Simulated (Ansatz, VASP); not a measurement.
Ga3As2P in VASP and in Ansatz

```xyz
6
Lattice="0.0000 -4.0063 0.0000 4.0063 0.0000 0.0000 -2.0031 2.0031 8.4962" Properties=species:S:1:pos:R:3 pbc="T T T"
Ga    0.0000    0.0000   -0.0688
Ga    2.0031   -2.0031    2.8321
Ga    0.0000    0.0000    5.7329
As    0.0000   -2.0031    1.3818
As    2.0031    0.0000    4.2824
P     0.0000   -2.0031    7.0802
```

Alike in both runs: functional PBE; k mesh 8 × 8 × 8; occupations gaussian, width 0.1 eV; no spin polarisation.

Ansatz relaxed the structure, and its values are those at the end. VASP's run is a single point on that final structure, the one shown.

|  | VASP | Ansatz |
| --- | --- | --- |
| version | VASP 6.6.1 | Ansatz 0.2.0 |
| potentials or method | VASP PAW PBE potentials, release 64 (Ga_d, As, P), cutoff 520 eV | scalar-relativistic, plane waves, PAW |
| valence electrons in the cell | 54 | 74 |

VASP gave:

```
gap on the k mesh at the Fermi level (eV) : 0.58
least direct gap on the mesh (eV)         : 0.58
pressure (GPa)                            : 0.1
rms of the force components (eV/Å)        : 0.006
```

Task: What did Ansatz give for the same quantities?

Result: gap on the k mesh at the Fermi level (eV): 0.58; least direct gap on the mesh (eV): 0.58; pressure (GPa): 0.0; rms of the force components (eV/Å): 0.003.

With one functional, cell and mesh, what is left measures potentials, basis and numerics. VASP's potentials hold 54 valence electrons a cell and Ansatz's 74, so a difference there can come from the potentials and not from the codes.
